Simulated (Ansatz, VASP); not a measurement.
**WSe2: VASP beside Ansatz**

```
CELL_PARAMETERS angstrom
3.35753 0.00000 0.00000
-1.67876 2.90770 0.00000
0.00000 0.00000 16.66114
ATOMIC_POSITIONS crystal
W 0.00000 0.00000 0.00000
Se 0.33333 0.66667 0.10040
Se 0.33333 0.66667 0.89960
```

Change from the starting cell: mode 9 frozen in at +0.000 Å, equal normal strain along x and y +0.0267.

Alike in both runs: task single point; functional PBEsol; k mesh 9 × 9 × 2; occupations gaussian, width 0.05 eV; no spin polarisation.

|  | VASP | Ansatz |
| --- | --- | --- |
| version | VASP 6.6.1 | Ansatz 0.2.0 |
| potentials or method | VASP PAW PBE potentials, release 64 (W_sv, Se), cutoff 520 eV | scalar-relativistic, plane waves, PAW |
| valence electrons in the cell | 26 | 46 |

Ansatz gave:

| Item | Value |
| --- | --- |
| gap on the k mesh at the Fermi level (eV) | 1.43 |
| least direct gap on the mesh (eV) | 1.43 |
| rms of the force components (eV/Å) | 0.257 |

Q: Which values does VASP return?

A: gap on the k mesh at the Fermi level (eV): 1.42; least direct gap on the mesh (eV): 1.42; rms of the force components (eV/Å): 0.232.

VASP's potentials were made for PBE, not for PBEsol, and Ansatz warns of the same on its side. Atom by atom the forces differ by 0.025 eV/Å (rms over components). The functional is the same, so the differences come from potentials, cutoffs and numerics. VASP's potentials hold 26 valence electrons a cell and Ansatz's 46, so a difference there can come from the potentials and not from the codes.

Neither program's run includes spin-orbit coupling.
